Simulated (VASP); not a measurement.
# BAs (rocksalt type) in VASP: further runs, part 3 of 3

VASP 6.6.1.

## (5) Electric field gradients, PBE

Input file INCAR:

```
SYSTEM = BAs
PREC     = Accurate       ! precision mode
ENCUT    = 520            ! plane-wave cutoff, eV
EDIFF    = 1E-8           ! SCF threshold, eV
ISMEAR   = -1             ! smearing method
SIGMA    = 0.05           ! smearing width, eV
LREAL    = .False.        ! projectors in reciprocal space
LASPH    = .True.         ! aspherical terms in the spheres
NELM     = 60             ! most SCF steps
ALGO     = Normal         ! electronic algorithm
ISIF     = 2              ! what is computed and relaxed
LWAVE    = .False.        ! write WAVECAR
LCHARG   = .False.        ! write CHGCAR
GGA      = PE             ! functional
LEFG     = .True.       
NBANDS   = 11             ! bands
```

Input file KPOINTS:

```
Automatic mesh
0
Gamma
  14 14 14
  0 0 0
```

Input file POSCAR:

```
BAs
1.0
    0.0000000000      2.3068473379      2.3068473379
    2.3068473379      0.0000000000      2.3068473379
    2.3068473379      2.3068473379      0.0000000000
B As
1 1
Direct
    0.0000000000      0.0000000000      0.0000000000
    0.5000000000      0.5000000000      0.5000000000
```

Potentials or basis: VASP PAW PBE potentials, release 64 (B, As).

Launch:

```bash
cat potpaw_PBE.64/B/POTCAR potpaw_PBE.64/As/POTCAR > POTCAR
mpirun -np 1 vasp_std > vasp.out
```

OUTCAR:

```text
SYSTEM = BAs
   PREC = Accurate
   ENCUT = 520
   EDIFF = 1E-8
   ISMEAR = -1
   LREAL = .False.
   LASPH = .True.
   NELM = 60
   ISIF = 2
   GGA = PE

 ion  position               nearest neighbor table
   1  0.000  0.000  0.000-   2 2.31   2 2.31   2 2.31   2 2.31   2 2.31   2 2.31
   2  0.500  0.500  0.500-   1 2.31   1 2.31   1 2.31   1 2.31   1 2.31   1 2.31

  LATTYP: Found a face centered cubic cell.
 ALAT       =     4.6136946758

  Lattice vectors:

 A1 = (   0.0000000000,   2.3068473379,   2.3068473379)
 A2 = (   2.3068473379,   0.0000000000,   2.3068473379)
 A3 = (   2.3068473379,   2.3068473379,   0.0000000000)

Analysis of symmetry for initial positions (statically):
=====================================================================
 Subroutine PRICEL returns:
 Original cell was already a primitive cell.

 Routine SETGRP: Setting up the symmetry group for a
 face centered cubic supercell.

 Subroutine GETGRP returns: Found 48 space group operations
 (whereof 48 operations were pure point group operations)
 out of a pool of 48 trial point group operations.

The static configuration has the point symmetry O_h .

Analysis of symmetry for dynamics (positions and initial velocities):
=====================================================================
 Subroutine PRICEL returns:
 Original cell was already a primitive cell.

 Routine SETGRP: Setting up the symmetry group for a
 face centered cubic supercell.

 Subroutine GETGRP returns: Found 48 space group operations
 (whereof 48 operations were pure point group operations)
 out of a pool of 48 trial point group operations.

[... 480 lines left out ...]
      3       5.6764      2.00000
      4       6.9461      1.99720
      5       8.0963      0.00000
      6      13.7806      0.00000
      7      14.1708      0.00000
      8      14.3889      0.00000
      9      15.2557      0.00000
     10      20.2790      0.00000
     11      20.6153      0.00000

 [... further k-points ...]

------------------------ aborting loop because EDIFF is reached ----------------------------------------

  FORCE on cell =-STRESS in cart. coord.  units (eV):
  Direction    XX          YY          ZZ          XY          YZ          ZX
  --------------------------------------------------------------------------------------
  -------------------------------------------------------------------------------------
  Total        0.0524050      0.0524050      0.0524050      0.0000000      0.0000000     -0.0000000
  in kB        3.4197691      3.4197691      3.4197691      0.0000000      0.0000000     -0.0000000
  external PRESSURE =       3.4197691 kB  Pullay stress =       0.0000000 kB

 VOLUME and BASIS-vectors are now :
 -----------------------------------------------------------------------------
  energy-cutoff  :      520.00
  volume of cell :       24.55
      direct lattice vectors                 reciprocal lattice vectors
     0.000000000  2.306847338  2.306847338    -0.216746029  0.216746029  0.216746029
     2.306847338  0.000000000  2.306847338     0.216746029 -0.216746029  0.216746029
     2.306847338  2.306847338  0.000000000     0.216746029  0.216746029 -0.216746029

 POSITION                                       TOTAL-FORCE (eV/Angst)
 -----------------------------------------------------------------------------------
      0.00000      0.00000      0.00000         0.000000     -0.000000     -0.000000
      2.30685      2.30685      2.30685        -0.000000      0.000000      0.000000
 -----------------------------------------------------------------------------------
    total drift:                                0.000000     -0.000000     -0.000000

  FREE ENERGIE OF THE ION-ELECTRON SYSTEM (eV)
  ---------------------------------------------------
  free  energy   TOTEN  =        -9.6335896853 eV

  energy  without entropy=       -9.6267893897  energy(sigma->0) =       -9.63018954

 Electric field gradients (V/A^2)
---------------------------------------------------------------------
 ion       V_xx      V_yy      V_zz      V_xy      V_xz      V_yz
---------------------------------------------------------------------
   1       0.000    -0.000    -0.000     0.000     0.000     0.000
   2      -0.000     0.000     0.000     0.000     0.000     0.000
---------------------------------------------------------------------

 Electric field gradients after diagonalization (V/A^2)
 (convention: |V_zz| > |V_xx| > |V_yy|)
----------------------------------------------------------------------
 ion       V_xx      V_yy      V_zz     asymmetry (V_yy - V_xx)/ V_zz
----------------------------------------------------------------------
   1      -0.000    -0.000     0.000       0.000
   2      -0.000    -0.000     0.000       0.000
----------------------------------------------------------------------

           NMR quadrupolar parameters

 Cq : quadrupolar parameter    Cq=e*Q*V_zz/h
 eta: asymmetry parameters     (V_yy - V_xx)/ V_zz
 Q  : nuclear electric quadrupole moment in mb (millibarn)
----------------------------------------------------------------------
 ion       Cq(MHz)       eta       Q (mb)
----------------------------------------------------------------------
   1       0.000       0.000       1.000
   2       0.000       0.000       1.000
----------------------------------------------------------------------
```

OSZICAR:

```text
N       E                     dE             d eps       ncg     rms          rms(c)
DAV:   1     0.109749097503E+02    0.10975E+02   -0.38737E+03  2288   0.652E+02
DAV:   2    -0.926706193647E+01   -0.20242E+02   -0.19569E+02  3088   0.102E+02
DAV:   3    -0.984421754894E+01   -0.57716E+00   -0.57244E+00  2780   0.151E+01
DAV:   4    -0.984547169073E+01   -0.12541E-02   -0.12539E-02  2522   0.765E-01
DAV:   5    -0.984547259777E+01   -0.90704E-06   -0.90718E-06  2674   0.234E-02    0.373E+00
DAV:   6    -0.963550365232E+01    0.20997E+00   -0.79571E-01  2362   0.324E+00    0.184E+00
DAV:   7    -0.963287011238E+01    0.26335E-02   -0.62745E-02  2687   0.131E+00    0.867E-01
DAV:   8    -0.963355235799E+01   -0.68225E-03   -0.25506E-03  2420   0.359E-01    0.483E-02
DAV:   9    -0.963358088637E+01   -0.28528E-04   -0.18974E-04  2605   0.658E-02    0.390E-02
DAV:  10    -0.963359032225E+01   -0.94359E-05   -0.21729E-05  2520   0.312E-02    0.460E-03
DAV:  11    -0.963358965530E+01    0.66696E-06   -0.46546E-06  2576   0.835E-03    0.788E-04
DAV:  12    -0.963358967643E+01   -0.21128E-07   -0.21812E-07  2588   0.295E-03    0.337E-04
DAV:  13    -0.963358968526E+01   -0.88321E-08   -0.54079E-09  1453   0.333E-04
   1 F= -.96335897E+01 E0= -.96301895E+01  d E =-.680030E-02
```

stdout:

```text
POSCAR found type information on POSCAR B As
 POSCAR found :  2 types and       2 ions
 scaLAPACK will be used
 LDA part: xc-table for (Slater+PW92), standard interpolation
 POSCAR, INCAR and KPOINTS ok, starting setup
 FFT: planning ... GRIDC
 FFT: planning ... GRID_SOFT
 FFT: planning ... GRID
 WAVECAR not read
 entering main loop
ion   1

ion   2
```

It took 15 s on 1 thread of Intel Xeon Platinum 8259CL at 2.50GHz (Skylake/Cascade Lake), shared host; peak memory 0.16 GiB.

What came out:

```
Free energy            : -9.6336 eV
Pressure               : 0.3 GPa
Band gap on the k mesh : zero (band 4 reaches 8.85 eV, above the bottom of band 5 at 3.88 eV)
```

Caveat: without QUAD_EFG the Cq values of the log hold for a quadrupole moment of 1 mb, not for the nuclei.

## (6) The runs side by side

```tsv
cell	gap on the mesh (eV)	pressure (GPa)
a = 3.297, b = 3.297, c = 3.199 Å, angles 61.0, 61.0, 58.0°, 2 atoms	none	1.2
a = 3.218 Å, angles 60.0°, 2 atoms	none	6.2
a = 3.240 Å, angles 60.0°, 2 atoms	none	3.1
a = 3.262 Å, angles 60.0°, 2 atoms	none	0.3
```

Alike in all rows: task electric field gradients; level PBE; potentials or basis VASP PAW PBE potentials, release 64 (B, As); no spin polarisation; k mesh 14 × 14 × 14; cutoff (eV) 520; smearing fermi-dirac 0.05 eV.

Total energies depend on the potentials used, so only differences within one code and one set of settings carry meaning.
